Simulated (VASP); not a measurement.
BiSbS4:

```xyz
12
Lattice="-3.2300 3.2300 7.1000 3.2300 -3.2300 7.1000 3.2300 3.2300 -7.1000" Properties=species:S:1:pos:R:3 pbc="T T T"
Sb    0.0000    0.0000    0.0000
Sb    0.0000    3.2300    3.5500
Bi    3.2300    0.0000    3.5500
Bi    0.0000    0.0000    7.1000
S     0.9690    4.7804   -1.3490
S     2.2610   -1.5504    5.7510
S     1.5504    2.2610    8.4490
S     1.6796    0.9690    1.3490
S     0.9690    1.5504    4.8990
S     1.6796    4.1990    2.2010
S     2.2610    1.6796   -2.2010
S     1.5504   -0.9690    9.3010
```

```yaml
Program: VASP 6.6.1
Task: relaxation of cell and atoms
Functional: PBE
Potentials_or_basis: VASP PAW PBE potentials, release 64 (Sb, Bi_d, S)
Cutoff: 500 eV
k_mesh: 3 × 3 × 3
Occupations: gaussian, width 0.15 eV
Spin: no spin polarisation
```

At the start: pressure 1.8 GPa; volume 24.69 Å³/atom.

Where does the relaxation end?

Over 10 steps the energy falls by 56.1 meV/atom and the volume is 25.06 Å³/atom (+1.5 %); space group I4_1/a (No. 88, to 0.1 Å) before and after.

Step by step:
| step | energy change (eV) | largest force (eV/Å) | pressure (GPa) | volume (Å³) |
| --- | --- | --- | --- | --- |
| 1 | 0.0000 | 0.7578 | 1.82 | 296.29 |
| 2 | -0.1826 | 0.5114 | -1.40 | 308.50 |
| 3 | -0.1830 | 0.5075 | -1.52 | 309.02 |
| 4 | -0.3688 | 0.4219 | -1.12 | 305.16 |
| 5 | -0.5979 | 0.2797 | 0.81 | 293.94 |
| 6 | -0.6018 | 0.2580 | 0.47 | 295.46 |
| 7 | -0.6506 | 0.1633 | -0.01 | 298.77 |
| 8 | -0.6689 | 0.0776 | -0.46 | 302.64 |
| 9 | -0.6647 | 0.1322 | 0.79 | 298.00 |
| 10 | -0.6736 | 0.0612 | 0.05 | 300.67 |

Final structure:
```
CELL_PARAMETERS angstrom
-3.18881 3.18881 7.39220
3.18881 -3.18881 7.39220
3.18881 3.18881 -7.39220
ATOMIC_POSITIONS crystal
Sb 0.00000 0.00000 0.00000
Sb 0.75000 0.25000 0.50000
Bi 0.25000 0.75000 0.50000
Bi 0.50000 0.50000 0.00000
S 0.64996 0.09392 0.91822
S 0.17570 0.73174 0.08178
S 0.90608 0.82430 0.55604
S 0.26826 0.35004 0.44396
S 0.57430 0.51826 0.41822
S 0.84392 0.42570 0.94396
S 0.10004 0.15608 0.58178
S 0.48174 0.89996 0.05604
```

Caveat: the relaxation stopped at a loose force limit of 0.08 eV/Å, so its end isn't a converged minimum.
